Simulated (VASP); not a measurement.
A run of VASP 6.6.1:

The input INCAR:

```
PREC = Accurate ; ENCUT = 600
EDIFF = 1E-6 ; ISMEAR = 1
SIGMA = 0.0508 ; LREAL = False
LASPH = True ; NELM = 120
ALGO = Normal ; ISIF = 2
LWAVE = False ; LCHARG = False
GGA = PE ; NBANDS = 10
GGA_COMPAT = False
```

File KPOINTS:

```
Automatic mesh
0
Gamma
  16 16 16
```

File POSCAR:

```
Fe
1.0
    0.0000000000      1.7653940000      1.7653940000
    1.7653940000      0.0000000000      1.7653940000
    1.7653940000      1.7653940000      0.0000000000
Fe
1
Direct
    0.0000000000      0.0000000000      0.0000000000
```

Potentials or basis: VASP PAW PBE potentials, release 64 (Fe).

Launch:

```bash
$ cat potpaw_PBE.64/Fe/POTCAR > POTCAR
$ mpirun -np 1 vasp_std > vasp.out
```

Hardware: 1 thread of Intel Xeon 6975P-C, with other jobs on the host.

Estimate the wall time of this run.

Wall time 13 s on 1 thread of Intel Xeon 6975P-C (shared host), peak memory 0.14 GiB. Counts: scf iterations 12, k points 145.
